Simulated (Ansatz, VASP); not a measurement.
**ZnAu in VASP and in Ansatz**

INCAR

```
SYSTEM = ZnAu
PREC     = Accurate       ! precision mode
ENCUT    = 520            ! plane-wave cutoff, eV
EDIFF    = 1E-7           ! SCF threshold, eV
ISMEAR   = 0              ! smearing method
SIGMA    = 0.15           ! smearing width, eV
LREAL    = .FALSE.        ! projectors in reciprocal space
LASPH    = .TRUE.         ! aspherical terms in the spheres
NELM     = 60             ! most SCF steps
ALGO     = Fast           ! electronic algorithm
ISIF     = 2              ! what is computed and relaxed
LWAVE    = .FALSE.        ! write WAVECAR
LCHARG   = .TRUE.         ! write CHGCAR
GGA      = PE             ! functional
LELF     = .TRUE.         ! ELF
LVHAR    = .TRUE.       
NBANDS   = 18             ! bands
```

File KPOINTS:

```
Automatic mesh
0
G
  16 16 16
  0 0 0
```

The input POSCAR:

```
ZnAu
1.0
    2.9614403829      0.0000000000      0.0000000000
    0.0000000000      2.9614403829      0.0000000000
    0.0000000000      0.0000000000      3.5537284595
Zn Au
1 1
Direct
    0.5000000000      0.5000000000      0.5000000000
    0.0000000000      0.0000000000      0.0000000000
```

Input for Ansatz:

```yaml
crystal:
  lattice:
    - [2.9614403829, 0.0, 0.0]
    - [0.0, 2.9614403829, 0.0]
    - [0.0, 0.0, 3.5537284595]
  atoms:
    - { symbol: Zn, position: [0.5, 0.5, 0.5] }
    - { symbol: Au, position: [0.0, 0.0, 0.0] }
basis:
  ecutwfc: 420
kpoints:
  mp_grid: { grid: [16, 16, 16] }
hamiltonian:
  xc: pbe
scf:
  occupations: { method: gaussian, width: 0.15 }
output:
  forces: true
  stress: true
  eigenvalues: true
```

Alike in both runs: task single point; functional PBE; k mesh 16 × 16 × 16; occupations gaussian, width 0.15 eV; no spin polarisation.

|  | VASP | Ansatz |
| --- | --- | --- |
| version | VASP 6.6.1 | Ansatz 0.2.0 |
| potentials or method | VASP PAW PBE potentials, release 64 (Zn, Au), cutoff 520 eV | scalar-relativistic, plane waves, PAW |
| valence electrons in the cell | 23 | 31 |

|  | VASP | Ansatz | Ansatz less VASP |
| --- | --- | --- | --- |
| gap on the k mesh at the Fermi level (eV) | none | none | - |
| pressure (GPa) | 5.3 | 5.1 | -0.11 |
| traceless stress, the component that is largest in VASP (GPa) | -1.36 | -1.39 | -0.032 |

A gap of «none» marks a metal or a gap that the smearing closes. VASP's potentials hold 23 valence electrons a cell and Ansatz's 31, so a difference there can come from the potentials and not from the codes.

Neither program's run includes spin-orbit coupling.
